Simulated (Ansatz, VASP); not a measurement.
# One calculation of Al2Cu, two programs

File INCAR:

```
SYSTEM = Al2Cu
ALGO = Normal ; EDIFF = 1E-7
ENCUT = 520 ; GGA = PE
ISIF = 2 ; ISMEAR = 0
LASPH = .TRUE. ; LCHARG = .FALSE.
LREAL = .FALSE. ; LWAVE = .FALSE.
NBANDS = 26 ; NELM = 100
PREC = Accurate ; SIGMA = 0.2
```

Contents of KPOINTS:

```
k-points
0
G
  8 4 4
  0 0 0
```

The input POSCAR:

```
Al2Cu
1.0
    1.4332487883     -2.4824597212      0.0000000000
   -4.2997463649     -2.4824597212      0.0000000000
    0.0000000000      0.0000000000     -6.2270225850
Al Cu
4 2
Direct
    0.5000000000      0.8333333333      0.8159859849
    1.0000000000      0.3333333333      0.8159859849
    1.0000000000      0.6666666667      0.1840140151
    0.5000000000      0.1666666667      0.1840140151
    0.5000000000      0.5000000000      0.5000000000
    0.0000000000      1.0000000000      0.5000000000
```

Input for Ansatz:

```yaml
crystal:
  lattice:
    - [1.4332487883, -2.4824597212, 0.0]
    - [-4.2997463649, -2.4824597212, 0.0]
    - [0.0, 0.0, -6.227022585]
  atoms:
    - { symbol: Al, position: [0.5, 0.8333333333, 0.8159859849] }
    - { symbol: Al, position: [1.0, 0.3333333333, 0.8159859849] }
    - { symbol: Al, position: [1.0, 0.6666666667, 0.1840140151] }
    - { symbol: Al, position: [0.5, 0.1666666667, 0.1840140151] }
    - { symbol: Cu, position: [0.5, 0.5, 0.5] }
    - { symbol: Cu, position: [0.0, 1.0, 0.5] }
basis:
  ecutwfc: 420
kpoints:
  mp_grid: { grid: [8, 4, 4] }
hamiltonian:
  xc: pbe
scf:
  occupations: { method: gaussian, width: 0.2 }
  lower_state_search: "off"
output:
  forces: true
  stress: true
  eigenvalues: true
```

Alike in both runs: task single point; functional PBE; k mesh 8 × 4 × 4; occupations gaussian, width 0.2 eV; no spin polarisation.

|  | VASP | Ansatz |
| --- | --- | --- |
| version | VASP 6.6.1 | Ansatz 0.2.0 |
| potentials or method | VASP PAW PBE potentials, release 64 (Al, Cu), cutoff 520 eV | scalar-relativistic, plane waves, PAW |
| valence electrons in the cell | 34 | 50 |

```tsv
	VASP	Ansatz	Ansatz less VASP
gap on the k mesh at the Fermi level (eV)	none	none	-
pressure (GPa)	0.1	0.0	-0.15
traceless stress, the component that is largest in VASP (GPa)	0.43	0.44	+0.004
rms of the force components (eV/Å)	0.050	0.040	-0.0098
```

Atom by atom the forces differ by 0.010 eV/Å (rms over components). A gap of «none» marks a metal or a gap that the smearing closes. VASP's potentials hold 34 valence electrons a cell and Ansatz's 50, so a difference there can come from the potentials and not from the codes.
